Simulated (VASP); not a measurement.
Wanted: the native input for a VASP 6.6.1 run.

```yaml
Task: single point
Functional: PBEsol
Potentials_or_basis: VASP PAW PBE potentials, release 64 (Si, Ti_sv)
Cutoff: 520 eV
k_mesh: 2 × 2 × 2
Occupations: gaussian, width 0.05 eV
Spin: no spin polarisation
Dipole_correction: no
Further_INCAR_settings: LREAL = Auto; ALGO = Normal; EDIFF = 1e-06; NBANDS = 52
```

The structure of TiSi16 (a cell with a defect) lies in POSCAR:

```
TiSi16
1.0
    0.0000000000      5.4300000000      5.4300000000
    5.4300000000      0.0000000000      5.4300000000
    5.4300000000      5.4300000000      0.0000000000
Si Ti
16 1
Direct
    0.0023737470      0.0011831278      0.0020763861
    0.1257628680      0.1246906205      0.1256339310
    0.0022780386      0.0010857575      0.4960661913
    0.1228862098      0.1215080667      0.6286153497
    0.0023173156      0.4951014096      0.0019989281
    0.1229815945      0.6276574015      0.1223668781
   -0.0110401127      0.5035433651      0.5044867721
    0.1226492709      0.6275964540      0.6285645294
    0.4962289935      0.0011468719      0.0020092050
    0.6288611296      0.1216864911      0.1224427478
    0.5047424789     -0.0124560899      0.5044712303
    0.6287013185      0.1214582755      0.6284567373
    0.5049185178      0.5037109180     -0.0117865402
    0.6288275095      0.6276286627      0.1221886492
    0.5045246182      0.5035582040      0.5042322318
    0.6259088389      0.6243696871      0.6250298573
    0.3758114935      0.3745318870      0.3752472956
```

The input as run:

INCAR

```
ALGO = Normal
EDIFF = 1E-6
ENCUT = 520
GGA = PS
ISIF = 2
ISMEAR = 0
LASPH = True
LCHARG = False
LREAL = Auto
LWAVE = False
NBANDS = 52
NELM = 60
PREC = Accurate
SIGMA = 0.05
```

KPOINTS

```
k-points
0
Gamma
  2 2 2
```

Potentials or basis: VASP PAW PBE potentials, release 64 (Si, Ti_sv).

The run is started by

```sh
$ cat potpaw_PBE.64/Si/POTCAR potpaw_PBE.64/Ti_sv/POTCAR > POTCAR
$ mpirun -np 1 vasp_std > vasp.out
```

Results of the run:

```
Pressure               : 2.1 GPa
Largest force          : 0.007 eV/Å
Band gap on the k mesh : zero (bands 38 and 39 overlap by 0.41 eV)
```

Caveat: the k points lie up to 0.50 Å⁻¹ apart; the PAW data sets were made with another functional, which shifts forces and pressure a little.

Wall time 3 min on 1 thread of AMD EPYC 9R45 96-Core Processor (Zen 5) (shared host), peak memory 0.46 GiB.
